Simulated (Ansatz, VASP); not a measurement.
SrTiO3: VASP beside Ansatz

```
Sr Ti O
1.0
     3.74141    0.00000    0.00000
     0.00000    3.74141    0.00000
     0.00000    0.00000    4.04139
Sr Ti O
1 1 3
Direct
  0.00000 0.00000 0.00000
  0.50000 0.50000 0.50000
  0.50000 0.00000 0.50000
  0.50000 0.50000 0.00000
  0.00000 0.50000 0.50000
```

Alike in both runs: task single point; functional r2SCAN; k mesh 6 × 6 × 6; occupations gaussian, width 0.02 eV; no spin polarisation; Hubbard terms Ti d U = 4.0 eV.

|  | VASP | Ansatz |
| --- | --- | --- |
| version | VASP 6.6.1 | Ansatz 0.2.0 |
| potentials or method | VASP PAW PBE potentials, release 64 (Sr_sv, Ti_sv, O), cutoff 520 eV | scalar-relativistic, plane waves, PAW |
| valence electrons in the cell | 40 | 40 |

Ansatz gave:

| Property | Result |
| --- | --- |
| gap on the k mesh at the Fermi level (eV) | 2.81 |
| least direct gap on the mesh (eV) | 3.30 |
| pressure (GPa) | 15.0 |
| traceless stress, the component that is largest in VASP (GPa) | -15.01 |

Question: Estimate VASP's values.

Answer: gap on the k mesh at the Fermi level (eV): 2.83; least direct gap on the mesh (eV): 3.34; pressure (GPa): 18.9; traceless stress, the component that is largest in VASP (GPa): -16.48.

VASP's potentials were made for PBE, not for r2SCAN. The programs project onto different local orbitals, so the same U acts differently, and such runs can settle in different states.
